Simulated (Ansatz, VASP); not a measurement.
# Two plane-wave programs on ZnCd5S6

Contents of INCAR:

```
PREC = Accurate
ENCUT = 520
EDIFF = 1E-6
ISMEAR = 0
SIGMA = 0.1
LREAL = False
LASPH = True
NELM = 100
ALGO = Normal
ISIF = 2
LWAVE = False
LCHARG = False
GGA = PE
NBANDS = 66
```

The input KPOINTS:

```
Automatic mesh
0
Gamma
  6 6 1
```

File POSCAR:

```
ZnCd5S6
1.0
    4.1298177339      0.0000000289      0.0000000000
   -2.0649088920      3.5765270562      0.0000000000
    0.0000000000      0.0000000000     20.3304014000
Zn Cd S
1 5 6
Direct
    0.0000000000      0.0000000000      0.3333770000
    0.6666666667      0.3333333333      0.8337610000
    0.0000000000      0.0000000000      0.6634220000
    0.6666666667      0.3333333333      0.1745750000
    0.3333333333      0.6666666667      0.4931240000
    0.3333333333      0.6666666667      0.0041640000
    0.6666666667      0.3333333333      0.9595450000
    0.0000000000      0.0000000000      0.4490800000
    0.0000000000      0.0000000000      0.7892010000
    0.6666666667      0.3333333333      0.3008370000
    0.3333333333      0.6666666667      0.6189560000
    0.3333333333      0.6666666667      0.1299600000
```

Input for Ansatz:

```yaml
crystal:
  lattice:
    - [4.1298177339, 2.89e-08, 0.0]
    - [-2.064908892, 3.5765270562, 0.0]
    - [0.0, 0.0, 20.3304014]
  atoms:
    - { symbol: Zn, position: [0.0, 0.0, 0.333377] }
    - { symbol: Cd, position: [0.6666666667, 0.3333333333, 0.833761] }
    - { symbol: Cd, position: [0.0, 0.0, 0.663422] }
    - { symbol: Cd, position: [0.6666666667, 0.3333333333, 0.174575] }
    - { symbol: Cd, position: [0.3333333333, 0.6666666667, 0.493124] }
    - { symbol: Cd, position: [0.3333333333, 0.6666666667, 0.004164] }
    - { symbol: S, position: [0.6666666667, 0.3333333333, 0.959545] }
    - { symbol: S, position: [0.0, 0.0, 0.44908] }
    - { symbol: S, position: [0.0, 0.0, 0.789201] }
    - { symbol: S, position: [0.6666666667, 0.3333333333, 0.300837] }
    - { symbol: S, position: [0.3333333333, 0.6666666667, 0.618956] }
    - { symbol: S, position: [0.3333333333, 0.6666666667, 0.12996] }
basis:
  ecutwfc: 420
kpoints:
  mp_grid: { grid: [6, 6, 1] }
hamiltonian:
  xc: pbe
scf:
  occupations: { method: gaussian, width: 0.1 }
  lower_state_search: "off"
output:
  forces: true
  stress: true
  eigenvalues: true
```

Alike in both runs: task single point; functional PBE; k mesh 6 × 6 × 1; occupations gaussian, width 0.1 eV; no spin polarisation.

|  | VASP | Ansatz |
| --- | --- | --- |
| version | VASP 6.6.1 | Ansatz 0.2.0 |
| potentials or method | VASP PAW PBE potentials, release 64 (Zn, Cd, S), cutoff 520 eV | scalar-relativistic, plane waves, PAW |
| valence electrons in the cell | 108 | 148 |

```csv
,VASP,Ansatz,Ansatz less VASP
gap on the k mesh at the Fermi level (eV),1.11,1.11,-0.001
least direct gap on the mesh (eV),1.11,1.11,-0.001
pressure (GPa),0.3,0.0,-0.28
rms of the force components (eV/Å),0.005,0.001,-0.0043
```

Atom by atom the forces differ by 0.005 eV/Å (rms over components). VASP's potentials hold 108 valence electrons a cell and Ansatz's 148, so a difference there can come from the potentials and not from the codes.
